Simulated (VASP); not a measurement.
Mo: single point with PBE

Mo:

```
CELL_PARAMETERS angstrom
3.17641 0.00000 0.00000
0.00000 3.17641 0.00000
0.00000 0.00000 3.09739
ATOMIC_POSITIONS crystal
Mo 0.00000 0.00000 0.00000
Mo 0.50000 0.50000 0.50000
```

This cell differs from its parent crystal: uniaxial strain along c: -2.0 %.

```yaml
Program: VASP 6.6.1
Task: single point
Functional: PBE
Potentials_or_basis: VASP PAW PBE potentials, release 64 (Mo_sv)
Cutoff: 520 eV
k_mesh: 16 × 16 × 16
Occupations: gaussian, width 0.1 eV
Spin: no spin polarisation
```

```
Pressure               : 3.4 GPa
Band gap on the k mesh : zero (bands 14 and 15 overlap by 2.44 eV)
```

Stress tensor (GPa, compression positive):
```
0.76 0.00 0.00
0.00 0.76 0.00
0.00 0.00 8.66
```

Levels at points of the mesh, in eV from the Fermi level:
| k point | band 10 | band 11 | band 12 | band 13 | band 14 | band 15 | band 16 | band 17 | band 18 | band 19 |
| --- | --- | --- | --- | --- | --- | --- | --- | --- | --- | --- |
| (0.00, 0.00, 0.00) | -5.49 | -5.43 | -1.57 | -1.28 | -1.28 | 1.45 | 1.83 | 3.94 | 3.94 | 4.03 |
| (0.50, 0.00, 0.00) | -3.81 | -2.73 | -2.73 | -0.69 | -0.69 | -0.48 | -0.48 | 0.90 | 0.90 | 3.25 |
| (0.50, 0.50, 0.00) | -5.32 | -3.21 | -3.21 | 1.42 | 1.42 | 1.48 | 1.48 | 2.18 | 2.18 | 4.69 |
| (0.00, 0.00, 0.50) | -3.66 | -2.63 | -2.63 | -0.76 | -0.76 | -0.76 | -0.76 | 0.76 | 0.76 | 3.76 |
| (0.50, 0.00, 0.50) | -5.36 | -3.52 | -3.52 | 1.68 | 1.68 | 1.74 | 1.74 | 2.42 | 2.42 | 4.74 |
| (0.50, 0.50, 0.50) | -2.69 | -2.69 | -2.69 | -2.54 | -2.54 | 2.33 | 2.33 | 2.52 | 2.52 | 9.61 |

Run time: 2 min on 1 thread of Intel(R) Xeon(R) 6975P-C (Granite Rapids), on a shared host, peak memory 0.3 GiB.

Caveat: the cell differs from its parent crystal (uniaxial strain along c: -2.0 %); the cell stands under pressure.
